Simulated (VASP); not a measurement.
The system is GaSb2.

```xyz
3
Lattice="3.8300 0.0000 0.0000 -1.9150 3.3169 0.0000 0.0000 0.0000 6.1463" Properties=species:S:1:pos:R:3 pbc="T T T"
Ga    0.0000    0.0000    3.0731
Sb    0.0000    2.2113    1.5496
Sb    1.9150    1.1056    4.5966
```

The cell was built from a structure type or drawn by symmetry, and may not be a known phase.

- Program: VASP 6.6.1
- Task: relaxation of cell and atoms
- Functional: PBE
- Potentials or basis: VASP PAW PBE potentials, release 64 (Ga_d, Sb)
- Cutoff: 600 eV
- k mesh: 6 × 6 × 4
- Occupations: gaussian, width 0.1 eV
- Spin: no spin polarisation

At the start: pressure 6.1 GPa; volume 26.03 Å³/atom.

Q: How do energy, volume and symmetry change on relaxing?

A: Over 25 steps the energy falls by 318.5 meV/atom and the volume is 26.42 Å³/atom (+1.5 %); space group P-3m1 (No. 164, to 0.1 Å) before and after.

Step by step:
| step | energy change (eV) | largest force (eV/Å) | pressure (GPa) | volume (Å³) |
| --- | --- | --- | --- | --- |
| 1 | 0.0000 | 1.2275 | 6.07 | 78.08 |
| 2 | -0.2458 | 0.1165 | -3.16 | 89.67 |
| 3 | -0.2587 | 0.2706 | -1.81 | 87.22 |
| 4 | -0.3864 | 0.4482 | -1.57 | 85.60 |
| 5 | -0.6726 | 0.9932 | -0.24 | 80.52 |
| 6 | -0.2477 | 0.2207 | 11.36 | 66.68 |
| 7 | -0.6764 | 0.9747 | 2.98 | 75.21 |
| 8 | -0.7178 | 0.6353 | 1.63 | 76.26 |
| 9 | -0.7233 | 0.5222 | 1.20 | 76.63 |
| 10 | -0.7297 | 0.3565 | 0.54 | 77.34 |
| 11 | -0.7448 | 0.3601 | 0.35 | 77.62 |
| 12 | -0.8086 | 0.3848 | -0.10 | 78.35 |
| 13 | -0.8737 | 0.4996 | -0.62 | 79.37 |
| 14 | -0.8814 | 0.4969 | -0.71 | 79.60 |
| 15 | -0.9217 | 0.3999 | 0.50 | 77.73 |
| 16 | -0.9260 | 0.3187 | 1.02 | 76.99 |
| 17 | -0.9499 | 0.0609 | -0.16 | 79.18 |
| 18 | -0.9500 | 0.0503 | -0.25 | 79.27 |
| 19 | -0.9539 | 0.0726 | 0.40 | 78.65 |
| 20 | -0.9541 | 0.0536 | 0.38 | 78.74 |
| 21 | -0.9546 | 0.0301 | -0.33 | 79.76 |
| 22 | -0.9550 | 0.0434 | 0.02 | 79.30 |
| 23 | -0.9550 | 0.0409 | -0.10 | 79.40 |
| 24 | -0.9550 | 0.0417 | -0.07 | 79.37 |
| 25 | -0.9554 | 0.0258 | -0.11 | 79.25 |

Final structure:
```cif
data_structure
_symmetry_space_group_name_H-M 'P 1'
_symmetry_Int_Tables_number 1
_cell_length_a 4.1849
_cell_length_b 4.1849
_cell_length_c 5.2254
_cell_angle_alpha 90.000
_cell_angle_beta 90.000
_cell_angle_gamma 120.000
_cell_volume 79.25
loop_
_atom_site_label
_atom_site_type_symbol
_atom_site_fract_x
_atom_site_fract_y
_atom_site_fract_z
_atom_site_occupancy
Ga1 Ga 0.00000 0.00000 0.50000 1
Sb1 Sb 0.33333 0.66667 0.18021 1
Sb2 Sb 0.66667 0.33333 0.81979 1
```
